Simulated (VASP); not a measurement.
BAs, 2 atoms in the cell. Symmetry: F-43m, No. 216, cubic system. Conventional cell: a = 4.745 Å, b = 4.745 Å, c = 4.745 Å, α = 90.00°, β = 90.00°, γ = 90.00°. Within 2.7 Å of B (site symmetry -43m) lie 4 As at 2.05 Å. Within 2.7 Å of As (site symmetry -43m) lie 4 B at 2.05 Å. 

```yaml
Program: VASP 6.6.1
Task: electric field gradients
Functional: LDA
Potentials_or_basis: VASP PAW LDA potentials, release 64 (B, As)
Cutoff: 520 eV
k_mesh: 13 × 13 × 13
Occupations: fermi-dirac, width 0.05 eV
Spin: no spin polarisation
Dipole_correction: no
Further_INCAR_settings: ALGO = Normal; EDIFF = 1e-08; NBANDS = 11
```

Potentials or basis: VASP PAW LDA potentials, release 64 (B, As).

Command:

```console
$ cat potpaw_LDA.64/B/POTCAR potpaw_LDA.64/As/POTCAR > POTCAR
$ mpirun -np 1 vasp_std > vasp.out
```

Hardware: 1 thread of Intel(R) Xeon(R) 6975P-C (Granite Rapids), on a shared host.

Problem. How long does it take, and how much memory?

Solution. Wall time 26 s on 1 thread of Intel(R) Xeon(R) 6975P-C (Granite Rapids), on a shared host, peak memory 0.15 GiB. Counts: scf iterations 13, k points 84.
